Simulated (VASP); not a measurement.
Write the native input for VASP 6.6.1 that does the following.

* Task: single point
* Functional: LDA
* Potentials or basis: VASP PAW LDA potentials, release 64 (As)
* Cutoff: 500 eV
* k mesh: 18 × 18 × 18
* Occupations: fermi-dirac, width 0.08 eV
* Spin: no spin polarisation
* Dipole correction: no
* Further INCAR settings: ALGO = Normal; EDIFF = 1e-06; NBANDS = 8

The structure of As lies in POSCAR:

```
As
1.0
   -1.6190386571      1.6190386571      1.6190386571
    1.6190386571     -1.6190386571      1.6190386571
    1.6190386571      1.6190386571     -1.6190386571
As
1
Direct
    0.0000000000      0.0000000000      0.0000000000
```

This isn't the form of As at room conditions, which is rhombohedral.

One way to write it, as run:

INCAR

```
PREC = Accurate ; ENCUT = 500
EDIFF = 1E-6 ; ISMEAR = -1
SIGMA = 0.08 ; LREAL = False
LASPH = True ; NELM = 120
ALGO = Normal ; ISIF = 2
LWAVE = False ; LCHARG = False
GGA = CA ; NBANDS = 8
GGA_COMPAT = False
```

KPOINTS

```
Automatic mesh
0
Gamma
  18 18 18
```

Potentials or basis: VASP PAW LDA potentials, release 64 (As).

Command:

```bash
$ cat potpaw_LDA.64/As/POTCAR > POTCAR
$ mpirun -np 1 vasp_std > vasp.out
```

Results of the run:

| Item | Value |
| --- | --- |
| Pressure | 6.1 GPa |
| Band gap on the k mesh | zero (an odd number of electrons rules out a gap without spin polarisation) |

Caveat: the cell stands under pressure.

Run time: 26 s on 1 thread of AMD EPYC 7R13, on a shared host, peak memory 0.1 GiB.
